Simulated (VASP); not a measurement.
# ZrS (Fm-3m) in VASP: a series of runs

The runs below take ZrS through single point, with PBEsol.

Everything below comes from runs of VASP 6.6.1. Logs are shortened: lines on timing, memory, paths and dates and some standing lists are left out, and cuts for length are marked.

## (1) The cell of the first run

The structure is cubic, space group Fm-3m (No. 225). Conventional cell: a = 5.061 Å, b = 5.061 Å, c = 5.061 Å, α = 90.00°, β = 90.00°, γ = 90.00°. Zr (site symmetry m-3m) has 6 S at 2.53 Å within 3.3 Å. S (site symmetry m-3m) has 6 Zr at 2.53 Å within 3.3 Å.

## (2) Single point, PBEsol (volume scaled by 0.94)

The input, INCAR:

```
SYSTEM = ZrS
  ALGO = Normal
  EDIFF = 1E-6
  ENCUT = 520
  GGA = PS
  ISIF = 2
  ISMEAR = 0
  LASPH = .TRUE.
  LCHARG = .FALSE.
  LREAL = .FALSE.
  LWAVE = .FALSE.
  NBANDS = 16
  NELM = 80
  PREC = Accurate
  SIGMA = 0.1
```

The input, KPOINTS:

```
k-points
0
G
  14 14 14
  0 0 0
```

The input, POSCAR:

```
ZrS
1.0
    0.0000000000      2.5303447309      2.5303447309
    2.5303447309      0.0000000000      2.5303447309
    2.5303447309      2.5303447309      0.0000000000
Zr S
1 1
Direct
    0.0000000000      0.0000000000      0.0000000000
    0.5000000000      0.5000000000      0.5000000000
```

Potentials or basis: VASP PAW PBE potentials, release 64 (Zr_sv, S).

Started as:

```bash
cat potpaw_PBE.64/Zr_sv/POTCAR potpaw_PBE.64/S/POTCAR > POTCAR
mpirun -np 1 vasp_std > vasp.out
```

OUTCAR:

```text
SYSTEM = ZrS
   EDIFF = 1E-6
   ENCUT = 520
   GGA = PS
   ISIF = 2
   ISMEAR = 0
   LASPH = .TRUE.
   LREAL = .FALSE.
   NELM = 80
   PREC = Accurate

 ion  position               nearest neighbor table
   1  0.000  0.000  0.000-   2 2.53   2 2.53   2 2.53   2 2.53   2 2.53   2 2.53
   2  0.500  0.500  0.500-   1 2.53   1 2.53   1 2.53   1 2.53   1 2.53   1 2.53

  LATTYP: Found a face centered cubic cell.
 ALAT       =     5.0606894618

  Lattice vectors:

 A1 = (   0.0000000000,   2.5303447309,   2.5303447309)
 A2 = (   2.5303447309,   0.0000000000,   2.5303447309)
 A3 = (   2.5303447309,   2.5303447309,   0.0000000000)

Analysis of symmetry for initial positions (statically):
=====================================================================
 Subroutine PRICEL returns:
 Original cell was already a primitive cell.

 Routine SETGRP: Setting up the symmetry group for a
 face centered cubic supercell.

 Subroutine GETGRP returns: Found 48 space group operations
 (whereof 48 operations were pure point group operations)
 out of a pool of 48 trial point group operations.

The static configuration has the point symmetry O_h .

Analysis of symmetry for dynamics (positions and initial velocities):
=====================================================================
 Subroutine PRICEL returns:
 Original cell was already a primitive cell.

 Routine SETGRP: Setting up the symmetry group for a
 face centered cubic supercell.

 Subroutine GETGRP returns: Found 48 space group operations
 (whereof 48 operations were pure point group operations)
 out of a pool of 48 trial point group operations.

The dynamic configuration has the point symmetry O_h .

 Subroutine INISYM returns: Found 48 space group operations
 (whereof 48 operations are pure point group operations),
 and found     1 'primitive' translations

----------------------------------------------------------------------------------------

                                     Primitive cell

  volume of cell :      32.4018

  direct lattice vectors                    reciprocal lattice vectors
     0.000000000  2.530344731  2.530344731    -0.197601534  0.197601534  0.197601534
     2.530344731  0.000000000  2.530344731     0.197601534 -0.197601534  0.197601534
     2.530344731  2.530344731  0.000000000     0.197601534  0.197601534 -0.197601534

  length of vectors
     3.578447836  3.578447836  3.578447836     0.342255896  0.342255896  0.342255896

  position of ions in fractional coordinates (direct lattice)
     0.000000000  0.000000000  0.000000000
     0.500000000  0.500000000  0.500000000

  ion indices of the primitive-cell ions
   primitive index   ion index
                 1           1
                 2           2

----------------------------------------------------------------------------------------

 KPOINTS: k-points

Automatic generation of k-mesh.
 Grid dimensions read from file:
 generate k-points for:   14   14   14

 Generating k-lattice:

  Cartesian coordinates                     Fractional coordinates (reciprocal lattice)
    -0.014114395  0.014114395  0.014114395     0.071428571  0.000000000  0.000000000
     0.014114395 -0.014114395  0.014114395     0.000000000  0.071428571  0.000000000
     0.014114395  0.014114395 -0.014114395     0.000000000  0.000000000  0.071428571

  Length of vectors
     0.024446850  0.024446850  0.024446850

  Shift w.r.t. Gamma in fractional coordinates (k-lattice)
     0.000000000  0.000000000  0.000000000

 Subroutine IBZKPT returns following result:
 ===========================================

 Found    104 irreducible k-points:

 Following reciprocal coordinates:
            Coordinates               Weight
  0.000000  0.000000  0.000000      1.000000
  0.071429  0.000000  0.000000      8.000000
  0.142857  0.000000  0.000000      8.000000
  0.214286  0.000000  0.000000      8.000000
  0.285714  0.000000  0.000000      8.000000
  0.357143  0.000000  0.000000      8.000000
[... 16 lines left out ...]
  0.214286  0.142857  0.000000     24.000000
  0.285714  0.142857  0.000000     24.000000
 [... further k-points ...]
   k-points           NKPTS =    104   k-points in BZ     NKDIM =    104   number of bands    NBANDS=     16
   number of dos      NEDOS =    301   number of ions     NIONS =      2
   total plane-waves  NPLWV =  21952
   dimension x,y,z NGX =    28 NGY =   28 NGZ =   28
   dimension x,y,z NGXF=    56 NGYF=   56 NGZF=   56
   ions per type =               1   1
   NGX,Y,Z   is equivalent  to a cutoff of  13.01, 13.01, 13.01 a.u.
   NGXF,Y,Z  is equivalent  to a cutoff of  26.02, 26.02, 26.02 a.u.
 SYSTEM =  ZrS
   PREC   = accura    normal or accurate (medium, high low for compatibility)
   ISTART =      0    job   : 0-new  1-cont  2-samecut
   ICHARG =      2    charge: 1-file 2-atom 10-const
   ISPIN  =      1    spin polarized calculation?
   LNONCOLLINEAR =      F non collinear calculations
   LSORBIT =      F    spin-orbit coupling
   LASPH  =      T    aspherical Exc in radial PAW
   ENCUT  =  520.0 eV  38.22 Ry    6.18 a.u.   6.65  6.65  6.65*2*pi/ulx,y,z
   NELM   =     80;   NELMIN=  2; NELMDL= -5     # of ELM steps
   EDIFF  = 0.1E-05   stopping-criterion for ELM
   LREAL  =      F    real-space projection
   EDIFFG = 0.1E-04   stopping-criterion for IOM
   NSW    =      0    number of steps for IOM
   IBRION =     -1    ionic relax: 0-MD 1-quasi-New 2-CG
   NFREE  =      0    steps in history (QN), initial steepest desc. (CG)
   ISIF   =      2    stress and relaxation
   ISYM   =      2    0-nonsym 1-usesym 2-fastsym
   POTIM  = 0.5000    time-step for ionic-motion
   TEBEG  =    0.0;   TEEND  =   0.0 temperature during run
   PSTRESS=    0.0 pullay stress
   NELECT =      18.0000    total number of electrons
   NUPDOWN=      -1.0000    fix difference up-down
   EMIN   =  10.00;   EMAX   =-10.00  energy-range for DOS
   EFERMI =   0.00;   METHOD = LEGACY
   ISMEAR =     0;   SIGMA  =   0.10  broadening in eV -4-tet -1-fermi 0-gaus
   EFERMI_NEDOS =   21; number of points for ismear=-14 and -15
   IALGO  =     38    algorithm
   IMIX   =      4    mixing-type and parameters
     AMIX     =   0.40;   BMIX     =  1.00
     AMIX_MAG =   1.60;   BMIX_MAG =  1.00
  volume/ion in A,a.u.               =      16.20       109.33
  Fermi-wavevector in a.u.,A,eV,Ry     =   1.345786  2.543167 24.642052  1.811140
  Thomas-Fermi vector in A             =   2.473671
   LORBIT       =      0    0 simple, 1 ext, 2 COOP (PROOUT), +10 PAW based schemes
   GGA     = PS    functional components
   LHFCALC =     F    Hartree Fock is set to
   AEXX    =    0.0000 exact exchange contribution
   IVDW    =     0    specifies the selected vdW correction
   LEPSILON=     F    determine dielectric tensor
   LRPA    =     F    only Hartree local field effects (RPA)
 non-spin polarized calculation
 Gauss-broadening in eV      SIGMA  =   0.10
  energy-cutoff  :      520.00
  volume of cell :       32.40
 maximum number of plane-waves:       893
   NGX = 13   NGY = 13   NGZ = 13

 number of electron      18.0000001 magnetization

 Free energy of the ion-electron system (eV)
  ---------------------------------------------------
  ext. energy  EPLUGINS =         0.00000000
  ---------------------------------------------------
  free energy    TOTEN  =       -16.44418912 eV

  energy without entropy =      -16.43751176  energy(sigma->0) =      -16.44085044

 E-fermi :  12.0188     XC(G=0): -11.9972

 val. band max:       12.0187011045   @ k =   0.2857   0.0000   0.0000
 cond. band min:      12.0379702075   @ k =   0.2857   0.2143   0.0000
 fundamental gap:      0.0192691029
 Fermi energy:        12.0187896768

 k-point     1 :       0.0000    0.0000    0.0000
  band No.  band energies     occupation
      1     -37.6175      2.00000
      2     -15.6194      2.00000
      3     -15.6194      2.00000
      4     -15.6194      2.00000
      5      -4.3052      2.00000
      6       8.5002      2.00000
[... 8 lines left out ...]
     15      19.1594      0.00000
     16      25.4543      0.00000

 k-point     2 :       0.0714    0.0000    0.0000
  band No.  band energies     occupation
      1     -37.6152      2.00000
      2     -15.6487      2.00000
      3     -15.6217      2.00000
      4     -15.6217      2.00000
      5      -4.2218      2.00000
      6       8.0331      2.00000
[... 8 lines left out ...]
     15      19.4225      0.00000
     16      24.9301      0.00000

 k-point     3 :       0.1429    0.0000    0.0000
  band No.  band energies     occupation
      1     -37.6088      2.00000
      2     -15.7296      2.00000
      3     -15.6281      2.00000
      4     -15.6281      2.00000
      5      -3.9830      2.00000
      6       7.0735      2.00000
[... 8 lines left out ...]
     15      20.0996      0.00000
     16      23.8875      0.00000

 k-point     4 :       0.2143    0.0000    0.0000
  band No.  band energies     occupation
      1     -37.5996      2.00000
      2     -15.8434      2.00000
      3     -15.6373      2.00000
      4     -15.6373      2.00000
      5      -3.6213      2.00000
      6       6.0202      2.00000
[... 8 lines left out ...]
     15      20.6734      0.00000
     16      22.9738      0.00000
[... 324 lines left out ...]
 k-point    22 :       0.1429    0.1429    0.0000
  band No.  band energies     occupation
      1     -37.6060      2.00000
      2     -15.7222      2.00000
      3     -15.6510      2.00000
      4     -15.6510      2.00000
      5      -3.9141      2.00000
      6       6.2929      2.00000
[... 8 lines left out ...]
     15      20.4470      0.00000
     16      23.4030      0.00000

 k-point    23 :       0.2143    0.1429    0.0000
  band No.  band energies     occupation
      1     -37.5991      2.00000
      2     -15.7932      2.00000
      3     -15.6660      2.00000
      4     -15.6604      2.00000
      5      -3.6920      2.00000
      6       5.6989      2.00000
[... 8 lines left out ...]
     15      21.0497      0.00000
     16      22.5720      0.00000

 k-point    24 :       0.2857    0.1429    0.0000
  band No.  band energies     occupation
      1     -37.5902      2.00000
      2     -15.8917      2.00000
      3     -15.6794      2.00000
      4     -15.6704      2.00000
      5      -3.3854      2.00000
      6       5.1491      2.00000
[... 8 lines left out ...]
     15      21.0092      0.00000
     16      21.5674      0.00000

 [... further k-points ...]
[... 5 lines left out ...]
  --------------------------------------------------------------------------------------
  -------------------------------------------------------------------------------------
  Total        2.1825394      2.1825394      2.1825394      0.0000000     -0.0000000      0.0000000
  in kB      107.9204132    107.9204132    107.9204132      0.0000000     -0.0000000      0.0000000
  external PRESSURE =     107.9204132 kB  Pullay stress =       0.0000000 kB

 VOLUME and BASIS-vectors are now :
 -----------------------------------------------------------------------------
  energy-cutoff  :      520.00
  volume of cell :       32.40
      direct lattice vectors                 reciprocal lattice vectors
     0.000000000  2.530344731  2.530344731    -0.197601534  0.197601534  0.197601534
     2.530344731  0.000000000  2.530344731     0.197601534 -0.197601534  0.197601534
     2.530344731  2.530344731  0.000000000     0.197601534  0.197601534 -0.197601534

 POSITION                                       TOTAL-FORCE (eV/Angst)
 -----------------------------------------------------------------------------------
      0.00000      0.00000      0.00000         0.000000      0.000000      0.000000
      2.53034      2.53034      2.53034         0.000000      0.000000     -0.000000
 -----------------------------------------------------------------------------------
    total drift:                                0.000000      0.000000      0.000000

  FREE ENERGIE OF THE ION-ELECTRON SYSTEM (eV)
  ---------------------------------------------------
  free  energy   TOTEN  =       -16.4441891218 eV

  energy  without entropy=      -16.4375117641  energy(sigma->0) =      -16.44085044
```

Run time: 23 s. Hardware: 1 thread of Intel Xeon 6975P-C (Granite Rapids), shared host; peak memory 0.18 GiB.

Results:

```
Free energy            : -16.4442 eV
Pressure               : 10.8 GPa
Band gap on the k mesh : zero (band 9 reaches 13.76 eV, above the bottom of band 10 at 10.40 eV)
```

Caveat: the PAW data sets were made with another functional, which shifts forces and pressure a little.

## (3) Single point, PBEsol (volume scaled by 0.97)

The input, INCAR:

```
SYSTEM = ZrS
  PREC = Accurate
  ENCUT = 520
  EDIFF = 1E-7
  ISMEAR = 0
  SIGMA = 0.1
  LREAL = .False.
  LASPH = .True.
  NELM = 80
  ALGO = Normal
  ISIF = 2
  LWAVE = .False.
  LCHARG = .False.
  GGA = PS
  NBANDS = 16
```

The input, KPOINTS:

```
Automatic mesh
0
Gamma
  14 14 14
  0 0 0
```

The input, POSCAR:

```
ZrS
1.0
    0.0000000000      2.5569818961      2.5569818961
    2.5569818961      0.0000000000      2.5569818961
    2.5569818961      2.5569818961      0.0000000000
Zr S
1 1
Direct
    0.0000000000      0.0000000000      0.0000000000
    0.5000000000      0.5000000000      0.5000000000
```

Potentials or basis: VASP PAW PBE potentials, release 64 (Zr_sv, S).

Started as:

```bash
cat potpaw_PBE.64/Zr_sv/POTCAR potpaw_PBE.64/S/POTCAR > POTCAR
mpirun -np 1 vasp_std > vasp.out
```

Wall time 26 s (1 thread of Intel Xeon 6975P-C (Granite Rapids), shared host); peak memory 0.19 GiB.

The run converged. Its results:

| Quantity | Value |
| --- | --- |
| Free energy | -16.4954 eV |
| Pressure | 5.1 GPa |
| Band gap on the k mesh | zero (band 9 reaches 13.26 eV, above the bottom of band 10 at 10.06 eV) |

Levels at points of the mesh, in eV from the Fermi level:
```
           k point  band 5  band 6  band 7  band 8  band 9  band 10  band 11  band 12  band 13  band 14
(0.00, 0.00, 0.00)  -16.18   -3.53   -3.53   -3.53   -1.55    -1.55    -1.55    -0.78    -0.78     2.48
(0.50, 0.00, 0.00)  -14.31   -8.43   -6.28   -6.28    1.65     1.65     1.94     2.06     6.00     6.00
(0.50, 0.50, 0.00)  -15.27   -6.38   -4.49   -4.49   -3.85     0.54     2.67     2.67     3.16     3.93
```

Caveat: the PAW data sets were made with another functional, which shifts forces and pressure a little.
